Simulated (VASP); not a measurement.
Here is a VASP 6.6.1 calculation.

INCAR

```
SYSTEM = SrVO3
  PREC = Accurate
  ENCUT = 520
  EDIFF = 1E-6
  ISMEAR = -1
  SIGMA = 0.1
  LREAL = .FALSE.
  LASPH = .TRUE.
  NELM = 150
  ALGO = Normal
  ISIF = 2
  LWAVE = .FALSE.
  LCHARG = .FALSE.
  ISPIN = 2
  MAGMOM = 0 2 0 0 0
  LORBIT = 11
  LMAXMIX = 4
  GGA = PE
  NBANDS = 32
```

File KPOINTS:

```
Automatic mesh
0
G
  6 6 6
  0 0 0
```

File POSCAR:

```
SrVO3
1.0
    3.8409000000      0.0000000000      0.0000000000
    0.0000000000      3.8409000000      0.0000000000
    0.0000000000      0.0000000000      3.8409000000
Sr V O
1 1 3
Direct
    0.5000000000      0.5000000000      0.5000000000
    0.0000000000      0.0000000000      0.0000000000
    0.0000000000      0.0000000000      0.5000000000
    0.0000000000      0.5000000000      0.0000000000
    0.5000000000      0.0000000000      0.0000000000
```

Potentials or basis: VASP PAW PBE potentials, release 64 (Sr_sv, V_sv, O).

Run with:

```bash
$ cat potpaw_PBE.64/Sr_sv/POTCAR potpaw_PBE.64/V_sv/POTCAR potpaw_PBE.64/O/POTCAR > POTCAR
$ mpirun -np 1 vasp_std > vasp.out
```

(1) Estimate the pressure.

(2) What does it give for the site moments?

(3) What does it give for the net moment?

Results:

(1) 3.8 GPa.

(2) Sr +0.00; V +0.12; O -0.00 μB.

(3) 0.12 μB per cell.

Caveat: the cell stands under pressure.
